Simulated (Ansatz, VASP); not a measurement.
One calculation of F, two programs

INCAR

```
PREC = Accurate ; ENCUT = 520
EDIFF = 1E-8 ; ISMEAR = -1
SIGMA = 0.08 ; LREAL = False
LASPH = True ; NELM = 100
ALGO = Normal ; ISIF = 2
LWAVE = False ; LCHARG = False
GGA = PE ; LEFG = True
NBANDS = 14
```

The input KPOINTS:

```
Automatic mesh
0
Gamma
  19 19 10
```

The input POSCAR:

```
F
1.0
    2.9034933393      0.0000000000      0.0000000000
   -1.4517466697      2.5144989916      0.0000000000
    0.0000000000      0.0000000000      2.9206669336
F
2
Direct
    0.3333333333      0.6666666667      0.2500000000
    0.6666666667      0.3333333333      0.7500000000
```

Input for Ansatz:

```yaml
crystal:
  lattice:
    - [2.9034933393, 0.0, 0.0]
    - [-1.4517466697, 2.5144989916, 0.0]
    - [0.0, 0.0, 2.9206669336]
  atoms:
    - { symbol: F, position: [0.3333333333, 0.6666666667, 0.25] }
    - { symbol: F, position: [0.6666666667, 0.3333333333, 0.75] }
kpoints:
  mp_grid: { grid: [19, 19, 10] }
  band_path:
    path:
      - [0.0, 0.0, 0.0]
      - [0.5, 0.0, 0.0]
      - [0.3333333333, 0.3333333333, 0.0]
      - [0.0, 0.0, 0.0]
      - [0.0, 0.0, 0.5]
      - [0.5, 0.0, 0.5]
      - [0.3333333333, 0.3333333333, 0.5]
      - [0.0, 0.0, 0.5]
      - [0.5, 0.0, 0.5]
    npoints: 8
scf:
  occupations: { method: fermi_dirac, width: 0.08 }
hamiltonian:
  xc: pbe
  pseudopotentials: { kind: paw }
output:
  forces: true
  stress: true
  eigenvalues: true
  efg: { contact_densities: true }
  populations: true
  bader: true
  dos: { projected: true, de: 0.2, e_range: [-14, 8] }
```

Alike in both runs: task electric field gradients; functional PBE; k mesh 19 × 19 × 10; occupations fermi-dirac, width 0.08 eV; no spin polarisation.

```csv
,VASP,Ansatz
version,VASP 6.6.1,Ansatz 0.2.0
potentials or method,"VASP PAW PBE potentials, release 64 (F)","PAW with Ansatz's default frozen-core files, scalar-relativistic"
plane-wave cutoff (eV),520,420
valence electrons in the cell,14,14
```

|  | VASP | Ansatz | Ansatz less VASP |
| --- | --- | --- | --- |
| pressure (GPa) | -0.7 | 0.0 | +0.72 |
| size of Vzz on the site where it differs most (V/Å²) | 92.1 | 90.8 | -1.35 |
